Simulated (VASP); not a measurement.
## Ge: single point with PBEsol

Crystal: Ge.

```
Ge
1.0
     2.63258    0.00000    0.00000
     0.00000    2.63258    0.00000
     0.00000    0.00000    2.63258
Ge
1
Direct
  0.00000 0.00000 0.00000
```

This cell differs from its parent crystal: volume scaled by 0.96.

- Program: VASP 6.6.1
- Task: single point
- Functional: PBEsol
- Potentials or basis: VASP PAW PBE potentials, release 64 (Ge_d)
- Cutoff: 520 eV
- k mesh: 13 × 13 × 13
- Occupations: fermi-dirac, width 0.1 eV
- Spin: no spin polarisation

```json
{
 "Pressure": "3.5 GPa",
 "Band gap on the k mesh": "zero (band 7 reaches 13.77 eV, above the bottom of band 8 at 4.29 eV)"
}
```

Levels at points of the mesh, in eV from the Fermi level:
| k point | band 5 | band 6 | band 7 | band 8 | band 9 | band 10 |
| --- | --- | --- | --- | --- | --- | --- |
| (0.00, 0.00, 0.00) | -24.43 | -13.54 | 6.98 | 6.98 | 6.98 | 10.31 |

Run time: 17 s on 1 thread of AMD EPYC 7R43 64-Core Processor (Zen 3) (shared host), peak memory 0.1 GiB.

Caveat: the PAW data sets were made with another functional, which shifts forces and pressure a little.
